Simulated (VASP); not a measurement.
# Sb (Im-3m) in VASP: a series of runs

Sb is run at these levels: PBE, LDA, r2SCAN; tasks: single point.

All numbers are computed with VASP 6.6.1; they aren't measurements. Logs are shortened: lines on timing, memory, paths and dates and some standing lists are left out, and cuts for length are marked.

**1. The cell of the first run**

The structure is cubic, space group Im-3m (No. 229). The conventional cell has a = 3.450 Å, b = 3.450 Å, c = 3.450 Å, α = 90.00°, β = 90.00°, γ = 90.00°. Within 3.9 Å of Sb (site symmetry m-3m) lie 14 Sb at 2.99 to 3.45 Å.

**2. Single point, PBE**

Contents of INCAR:

```
  PREC = Accurate
  ENCUT = 520
  EDIFF = 1E-6
  ISMEAR = -1
  SIGMA = 0.1
  LREAL = False
  LASPH = True
  NELM = 100
  ALGO = Normal
  ISIF = 2
  LWAVE = False
  LCHARG = False
  GGA = PE
  NBANDS = 8
```

Contents of KPOINTS:

```
Automatic mesh
0
Gamma
  10 10 10
```

Contents of POSCAR:

```
Sb
1.0
   -1.7250000000      1.7250000000      1.7250000000
    1.7250000000     -1.7250000000      1.7250000000
    1.7250000000      1.7250000000     -1.7250000000
Sb
1
Direct
    0.0000000000      0.0000000000      0.0000000000
```

Potentials or basis: VASP PAW PBE potentials, release 64 (Sb).

Run with:

```sh
$ cat potpaw_PBE.64/Sb/POTCAR > POTCAR
$ mpirun -np 1 vasp_std > vasp.out
```

OUTCAR:

```text
PREC = Accurate
   ENCUT = 520
   EDIFF = 1E-6
   ISMEAR = -1
   LREAL = False
   LASPH = True
   NELM = 100
   ISIF = 2
   GGA = PE

 ion  position               nearest neighbor table
   1  0.000  0.000  0.000-

  LATTYP: Found a body centered cubic cell.
 ALAT       =     3.4500000000

  Lattice vectors:

 A1 = (  -1.7250000000,   1.7250000000,   1.7250000000)
 A2 = (   1.7250000000,  -1.7250000000,   1.7250000000)
 A3 = (   1.7250000000,   1.7250000000,  -1.7250000000)

Analysis of symmetry for initial positions (statically):
=====================================================================
 Subroutine PRICEL returns:
 Original cell was already a primitive cell.

 Routine SETGRP: Setting up the symmetry group for a
 body centered cubic supercell.

 Subroutine GETGRP returns: Found 48 space group operations
 (whereof 48 operations were pure point group operations)
 out of a pool of 48 trial point group operations.

The static configuration has the point symmetry O_h .

Analysis of symmetry for dynamics (positions and initial velocities):
=====================================================================
 Subroutine PRICEL returns:
 Original cell was already a primitive cell.

 Routine SETGRP: Setting up the symmetry group for a
 body centered cubic supercell.

 Subroutine GETGRP returns: Found 48 space group operations
 (whereof 48 operations were pure point group operations)
 out of a pool of 48 trial point group operations.

The dynamic configuration has the point symmetry O_h .

 Subroutine INISYM returns: Found 48 space group operations
 (whereof 48 operations are pure point group operations),
 and found     1 'primitive' translations

----------------------------------------------------------------------------------------

                                     Primitive cell

  volume of cell :      20.5318

  direct lattice vectors                    reciprocal lattice vectors
    -1.725000000  1.725000000  1.725000000     0.000000000  0.289855072  0.289855072
     1.725000000 -1.725000000  1.725000000     0.289855072  0.000000000  0.289855072
     1.725000000  1.725000000 -1.725000000     0.289855072  0.289855072  0.000000000

  length of vectors
     2.987787643  2.987787643  2.987787643     0.409916975  0.409916975  0.409916975

  position of ions in fractional coordinates (direct lattice)
     0.000000000  0.000000000  0.000000000

  ion indices of the primitive-cell ions
   primitive index   ion index
                 1           1

----------------------------------------------------------------------------------------

 KPOINTS: Automatic mesh

Automatic generation of k-mesh.
 Grid dimensions read from file:
 generate k-points for:   10   10   10

 Generating k-lattice:

  Cartesian coordinates                     Fractional coordinates (reciprocal lattice)
     0.000000000  0.028985507  0.028985507     0.100000000  0.000000000  0.000000000
     0.028985507  0.000000000  0.028985507     0.000000000  0.100000000  0.000000000
     0.028985507  0.028985507  0.000000000     0.000000000  0.000000000  0.100000000

  Length of vectors
     0.040991697  0.040991697  0.040991697

  Shift w.r.t. Gamma in fractional coordinates (k-lattice)
     0.000000000  0.000000000  0.000000000

 Subroutine IBZKPT returns following result:
 ===========================================

 Found     47 irreducible k-points:

 Following reciprocal coordinates:
            Coordinates               Weight
  0.000000  0.000000  0.000000      1.000000
  0.100000  0.000000  0.000000     12.000000
  0.200000  0.000000  0.000000     12.000000
  0.300000  0.000000  0.000000     12.000000
  0.400000  0.000000  0.000000     12.000000
  0.500000  0.000000  0.000000      6.000000
[... 16 lines left out ...]
  0.300000  0.300000  0.100000      8.000000
 -0.300000  0.300000  0.100000     24.000000
 [... further k-points ...]
   k-points           NKPTS =     47   k-points in BZ     NKDIM =     47   number of bands    NBANDS=      8
   number of dos      NEDOS =    301   number of ions     NIONS =      1
   total plane-waves  NPLWV =  13824
   dimension x,y,z NGX =    24 NGY =   24 NGZ =   24
   dimension x,y,z NGXF=    48 NGYF=   48 NGZF=   48
   ions per type =               1
   NGX,Y,Z   is equivalent  to a cutoff of  13.35, 13.35, 13.35 a.u.
   NGXF,Y,Z  is equivalent  to a cutoff of  26.71, 26.71, 26.71 a.u.
 SYSTEM =  unknown system
   PREC   = accura    normal or accurate (medium, high low for compatibility)
   ISTART =      0    job   : 0-new  1-cont  2-samecut
   ICHARG =      2    charge: 1-file 2-atom 10-const
   ISPIN  =      1    spin polarized calculation?
   LNONCOLLINEAR =      F non collinear calculations
   LSORBIT =      F    spin-orbit coupling
   LASPH  =      T    aspherical Exc in radial PAW
   ENCUT  =  520.0 eV  38.22 Ry    6.18 a.u.   5.56  5.56  5.56*2*pi/ulx,y,z
   NELM   =    100;   NELMIN=  2; NELMDL= -5     # of ELM steps
   EDIFF  = 0.1E-05   stopping-criterion for ELM
   LREAL  =      F    real-space projection
   EDIFFG = 0.1E-04   stopping-criterion for IOM
   NSW    =      0    number of steps for IOM
   IBRION =     -1    ionic relax: 0-MD 1-quasi-New 2-CG
   NFREE  =      0    steps in history (QN), initial steepest desc. (CG)
   ISIF   =      2    stress and relaxation
   ISYM   =      2    0-nonsym 1-usesym 2-fastsym
   POTIM  = 0.5000    time-step for ionic-motion
   TEBEG  =    0.0;   TEEND  =   0.0 temperature during run
   PSTRESS=    0.0 pullay stress
   NELECT =       5.0000    total number of electrons
   NUPDOWN=      -1.0000    fix difference up-down
   EMIN   =  10.00;   EMAX   =-10.00  energy-range for DOS
   EFERMI =   0.00;   METHOD = LEGACY
   ISMEAR =    -1;   SIGMA  =   0.10  broadening in eV -4-tet -1-fermi 0-gaus
   EFERMI_NEDOS =   21; number of points for ismear=-14 and -15
   IALGO  =     38    algorithm
   IMIX   =      4    mixing-type and parameters
     AMIX     =   0.40;   BMIX     =  1.00
     AMIX_MAG =   1.60;   BMIX_MAG =  1.00
  volume/ion in A,a.u.               =      20.53       138.56
  Fermi-wavevector in a.u.,A,eV,Ry     =   1.022325  1.931915 14.220113  1.045149
  Thomas-Fermi vector in A             =   2.155998
   LORBIT       =      0    0 simple, 1 ext, 2 COOP (PROOUT), +10 PAW based schemes
   GGA     = PE    functional components
   LHFCALC =     F    Hartree Fock is set to
   AEXX    =    0.0000 exact exchange contribution
   IVDW    =     0    specifies the selected vdW correction
   LEPSILON=     F    determine dielectric tensor
   LRPA    =     F    only Hartree local field effects (RPA)
 non-spin polarized calculation
  energy-cutoff  :      520.00
  volume of cell :       20.53
 maximum number of plane-waves:       586
 NGX is ok and might be reduce to    24
   NGX = 11   NGY = 11   NGZ = 11

 number of electron       5.0000000 magnetization

 Free energy of the ion-electron system (eV)
  ---------------------------------------------------
  ext. energy  EPLUGINS =         0.00000000
  ---------------------------------------------------
  free energy    TOTEN  =        -3.37229457 eV

  energy without entropy =       -3.34323013  energy(sigma->0) =       -3.35776235

 E-fermi :  12.5121     XC(G=0): -11.4594

 val. band max:       12.4752065761   @ k =  -0.2000   0.3000   0.1000
 cond. band min:      12.6086394371   @ k =  -0.4000   0.4000   0.2000
 fundamental gap:      0.1334328610
 Fermi energy:        12.5120959083

 k-point     1 :       0.0000    0.0000    0.0000
  band No.  band energies     occupation
      1      -2.8493      2.00000
      2      20.4438      0.00000
      3      20.4438      0.00000
      4      20.4438      0.00000
      5      24.1332      0.00000
      6      24.1332      0.00000
      7      24.1332      0.00000
      8      24.3735      0.00000

 k-point     2 :       0.1000    0.0000    0.0000
  band No.  band energies     occupation
      1      -2.5819      2.00000
      2      18.2291      0.00000
      3      19.3386      0.00000
      4      20.0240      0.00000
      5      22.5624      0.00000
      6      22.5961      0.00000
      7      23.9588      0.00000
      8      25.1309      0.00000

 k-point     3 :       0.2000    0.0000    0.0000
  band No.  band energies     occupation
      1      -1.7789      2.00000
      2      14.3576      0.00000
      3      17.5894      0.00000
      4      18.9952      0.00000
      5      21.3415      0.00000
      6      21.4197      0.00000
      7      24.2775      0.00000
      8      25.8055      0.00000

 k-point     4 :       0.3000    0.0000    0.0000
  band No.  band energies     occupation
      1      -0.4436      2.00000
      2      10.5448      2.00000
      3      16.1152      0.00000
      4      17.9549      0.00000
      5      20.4624      0.00000
      6      20.6278      0.00000
      7      25.3762      0.00000
      8      26.6479      0.00000

 k-point     5 :       0.4000    0.0000    0.0000
  band No.  band energies     occupation
      1       1.3893      2.00000
      2       7.1576      2.00000
      3      15.1603      0.00000
      4      17.2513      0.00000
      5      19.9423      0.00000
      6      20.1679      0.00000
      7      26.9298      0.00000
      8      27.7744      0.00000
[... 177 lines left out ...]
 k-point    22 :      -0.2000    0.2000    0.1000
  band No.  band energies     occupation
      1      -1.5120      2.00000
      2      14.5179      0.00000
      3      16.5244      0.00000
      4      17.6334      0.00000
      5      20.6266      0.00000
      6      22.6813      0.00000
      7      23.5030      0.00000
      8      26.4577      0.00000

 k-point    23 :       0.3000    0.3000    0.1000
  band No.  band energies     occupation
      1       4.4911      2.00000
      2       7.5611      2.00000
      3       7.5611      2.00000
      4      12.3662      1.62268
      5      26.5260      0.00000
      6      27.1381      0.00000
      7      27.1381      0.00000
      8      30.2492      0.00000

 k-point    24 :      -0.3000    0.3000    0.1000
  band No.  band energies     occupation
      1      -0.1782      2.00000
      2      10.7712      2.00000
      3      15.1170      0.00000
      4      16.7867      0.00000
      5      21.0263      0.00000
      6      21.7475      0.00000
      7      23.1847      0.00000
      8      29.0534      0.00000

 [... further k-points ...]
[... 5 lines left out ...]
  --------------------------------------------------------------------------------------
  -------------------------------------------------------------------------------------
  Total        4.1750827      4.1750827      4.1750827      0.0000000      0.0000000      0.0000000
  in kB      325.7979696    325.7979696    325.7979696      0.0000000      0.0000000      0.0000000
  external PRESSURE =     325.7979696 kB  Pullay stress =       0.0000000 kB

 VOLUME and BASIS-vectors are now :
 -----------------------------------------------------------------------------
  energy-cutoff  :      520.00
  volume of cell :       20.53
      direct lattice vectors                 reciprocal lattice vectors
    -1.725000000  1.725000000  1.725000000     0.000000000  0.289855072  0.289855072
     1.725000000 -1.725000000  1.725000000     0.289855072  0.000000000  0.289855072
     1.725000000  1.725000000 -1.725000000     0.289855072  0.289855072  0.000000000

 POSITION                                       TOTAL-FORCE (eV/Angst)
 -----------------------------------------------------------------------------------
      0.00000      0.00000      0.00000         0.000000      0.000000      0.000000
 -----------------------------------------------------------------------------------
    total drift:                                0.000000      0.000000      0.000000

  FREE ENERGIE OF THE ION-ELECTRON SYSTEM (eV)
  ---------------------------------------------------
  free  energy   TOTEN  =        -3.3722945750 eV

  energy  without entropy=       -3.3432301312  energy(sigma->0) =       -3.35776235
```

Wall time 4.3 s (1 thread of Intel Xeon Platinum 8259CL at 2.50GHz (Skylake/Cascade Lake), shared host); peak memory 0.14 GiB.

Results:

```
Free energy : -3.3723 eV
Pressure    : 32.6 GPa
```

Levels at points of the mesh, in eV from the Fermi level:
| k point | band 1 | band 2 | band 3 | band 4 | band 5 | band 6 |
| --- | --- | --- | --- | --- | --- | --- |
| (0.00, 0.00, 0.00) | -15.36 | 7.93 | 7.93 | 7.93 | 11.62 | 11.62 |
| (0.50, 0.00, 0.00) | -9.46 | -7.55 | 2.32 | 4.49 | 7.26 | 7.51 |
| (0.50, 0.50, 0.50) | -4.10 | -2.74 | -2.74 | -2.74 | 2.31 | 2.31 |

Caveat: spin-orbit coupling is left out, which moves the levels of the heavy elements.

**3. Single point, LDA**

Contents of INCAR:

```
PREC     = Accurate       # precision mode
ENCUT    = 520            # plane-wave cutoff, eV
EDIFF    = 1E-6           # SCF threshold, eV
ISMEAR   = -1             # smearing method
SIGMA    = 0.1            # smearing width, eV
LREAL    = False          # projectors in reciprocal space
LASPH    = True           # aspherical terms in the spheres
NELM     = 80             # most SCF steps
ALGO     = Normal         # electronic algorithm
ISIF     = 2              # what is computed and relaxed
LWAVE    = False          # write WAVECAR
LCHARG   = False          # write CHGCAR
GGA      = CA             # functional
NBANDS   = 8              # bands
```

KPOINTS is that of step 2.

POSCAR is that of step 2.

Potentials or basis: VASP PAW LDA potentials, release 64 (Sb).

Run with:

```sh
$ cat potpaw_LDA.64/Sb/POTCAR > POTCAR
$ mpirun -np 1 vasp_std > vasp.out
```

It took 3.6 s on 1 thread of Intel Xeon Platinum 8259CL at 2.50GHz (Skylake/Cascade Lake), shared host; peak memory 0.13 GiB.

The run converged. Its results:

```yaml
Free_energy: -4.2729 eV
Pressure: 26.4 GPa
```

Levels at points of the mesh, in eV from the Fermi level:
| k point | band 1 | band 2 | band 3 | band 4 | band 5 | band 6 | band 7 | band 8 |
| --- | --- | --- | --- | --- | --- | --- | --- | --- |
| (0.00, 0.00, 0.00) | -15.36 | 7.81 | 7.81 | 7.81 | 11.25 | 11.25 | 11.25 | 11.94 |
| (0.50, 0.00, 0.00) | -9.49 | -7.50 | 2.28 | 4.47 | 7.22 | 7.46 | 15.77 | 15.84 |
| (0.50, 0.50, 0.50) | -4.23 | -2.73 | -2.73 | -2.73 | 2.41 | 2.41 | 17.75 | 17.75 |

Caveat: spin-orbit coupling is left out, which moves the levels of the heavy elements.

**4. Single point, r2SCAN**

POSCAR is that of step 3.

Contents of INCAR.step1:

```
PREC     = Accurate       # precision mode
ENCUT    = 520            # plane-wave cutoff, eV
ISMEAR   = -1             # smearing method
SIGMA    = 0.1            # smearing width, eV
LREAL    = False          # projectors in reciprocal space
LASPH    = True           # aspherical terms in the spheres
NELM     = 60             # most SCF steps
NBANDS   = 8              # bands
GGA      = PE             # functional
ALGO     = Normal         # electronic algorithm
EDIFF    = 1E-4           # SCF threshold, eV
LWAVE    = True           # write WAVECAR
LCHARG   = False          # write CHGCAR
```

Contents of INCAR.step2:

```
PREC     = Accurate       # precision mode
ENCUT    = 520            # plane-wave cutoff, eV
EDIFF    = 1E-7           # SCF threshold, eV
ISMEAR   = -1             # smearing method
SIGMA    = 0.1            # smearing width, eV
LREAL    = False          # projectors in reciprocal space
LASPH    = True           # aspherical terms in the spheres
NELM     = 60             # most SCF steps
ALGO     = Normal         # electronic algorithm
ISIF     = 2              # what is computed and relaxed
LWAVE    = False          # write WAVECAR
LCHARG   = True           # write CHGCAR
METAGGA  = R2SCAN         # meta-GGA
LMIXTAU  = True         
LELF     = True           # ELF
LVHAR    = True         
NBANDS   = 8              # bands
ISTART   = 1
```

Contents of KPOINTS:

```
regular mesh
0
Gamma
  10 10 10
```

Potentials or basis: VASP PAW PBE potentials, release 64 (Sb).

Run with:

```sh
$ cat potpaw_PBE.64/Sb/POTCAR > POTCAR
$ cp INCAR.step1 INCAR
$ mpirun -np 1 vasp_std > vasp.out
$ cp INCAR.step2 INCAR
$ mpirun -np 1 vasp_std > vasp.out
```

Wall time 24 s (1 thread of Intel Xeon Platinum 8259CL at 2.50GHz (Skylake/Cascade Lake), shared host); peak memory 0.14 GiB.

The run converged. Its results:

| Property | Result |
| --- | --- |
| Free energy | -24.8350 eV |
| Pressure | 31.9 GPa |

Levels at points of the mesh, in eV from the Fermi level:
| k point | band 1 | band 2 | band 3 | band 4 | band 5 | band 6 | band 7 | band 8 |
| --- | --- | --- | --- | --- | --- | --- | --- | --- |
| (0.00, 0.00, 0.00) | -16.12 | 8.35 | 8.35 | 8.35 | 12.03 | 12.03 | 12.03 | 12.62 |
| (0.50, 0.00, 0.00) | -9.84 | -7.97 | 2.36 | 4.85 | 7.53 | 8.05 | 16.86 | 17.39 |
| (0.50, 0.50, 0.50) | -4.02 | -2.99 | -2.99 | -2.99 | 2.56 | 2.56 | 19.73 | 19.89 |

Caveat: the PAW data sets were made with another functional, which shifts forces and pressure a little; spin-orbit coupling is left out, which moves the levels of the heavy elements.

**5. Summary**

```csv
level,potentials or basis,gap on the mesh (eV),pressure (GPa)
PBE,"VASP PAW PBE potentials, release 64 (Sb)",none,32.6
LDA,"VASP PAW LDA potentials, release 64 (Sb)",none,26.4
r2SCAN,"VASP PAW PBE potentials, release 64 (Sb)",none,31.9
```

Alike in all rows: task single point; no spin polarisation; cell as given; k mesh 10 × 10 × 10; cutoff (eV) 520; smearing fermi-dirac 0.1 eV.

Caveats: spin-orbit coupling is left out, which moves the levels of the heavy elements; the PAW data sets were made with another functional, which shifts forces and pressure a little (some runs).

Total energies depend on the potentials used, so only differences within one code and one set of settings carry meaning.
